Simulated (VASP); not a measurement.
A run of VASP 6.6.1 is set up as follows.

INCAR

```
SYSTEM = H16CO10
PREC = Accurate ; ENCUT = 520
EDIFF = 1E-6 ; ISMEAR = -1
SIGMA = 0.02 ; LREAL = Auto
LASPH = .True. ; NELM = 100
ALGO = Normal ; ISIF = 2
LWAVE = .False. ; LCHARG = .False.
GGA = PE ; IVDW = 12
NBANDS = 59
```

File KPOINTS:

```
regular mesh
0
Gamma
  1 1 1
  0 0 0
```

POSCAR

```
H16CO10
1.0
    6.9561890000      0.0000000000      0.0000000000
    0.0000000000      6.9561890000      0.0000000000
    0.0000000000      0.0000000000      6.9561890000
O H C
10 16 1
Direct
    0.3676582106      0.7198481812      0.4863438874
    0.6987015448      0.7010591575      0.7140691548
    0.9870490868      0.1174637434      0.1995057926
    0.3402581500     -0.0048733581      0.2508557487
    0.9845764685     -0.0226417080      0.5959585054
    0.2926171212      0.1969756716      0.8054697766
    0.0936001020      0.5684865664      0.6998947268
   -0.0426526651      0.4653553835      0.3427307682
    0.4460919621      0.5030771878      0.1443175279
    0.6787912174      0.3442258398     -0.0465484765
    0.3432482930      0.8310728763      0.3870941402
    0.4171105759      0.6227404115      0.4004204026
    0.6995353346      0.5697660026      0.6959270371
    0.5746249850      0.7417998562      0.6590677740
    0.9570901538      0.1319544365      0.0627211250
    0.9657730691      0.2440704242      0.2529977262
    0.2053423218      0.0485754484      0.2289328251
    0.3892648690     -0.0316696398      0.1295680724
    0.9692376098     -0.0026451265      0.4566580925
    0.8616499638     -0.0834939936      0.6357504087
    0.2058742222      0.1321413205      0.7160817511
    0.2145283862      0.3116217803      0.8181635088
   -0.0010925523      0.6657668445      0.7245490311
    0.1869414416      0.6333065418      0.6100754307
   -0.0096892134      0.4763384089      0.4805217340
    0.0209310012      0.5700247650      0.2774507708
    0.5603355515      0.4271160545      0.0458871948
```

Potentials or basis: VASP PAW PBE potentials, release 64 (O, H, C).

Command:

```console
$ cat potpaw_PBE.64/O/POTCAR potpaw_PBE.64/H/POTCAR potpaw_PBE.64/C/POTCAR > POTCAR
$ mpirun -np 1 vasp_gam > vasp.out
```

(1) Estimate the pressure.

(2) What does it give for the dispersion energy per atom?

(3) What does it give for the largest force?

Results:

(1) 0.9 GPa.

(2) -0.031 eV.

(3) 3.187 eV/Å.

Caveat: the k points lie up to 0.90 Å⁻¹ apart, too coarse for converged energies, forces and pressures.
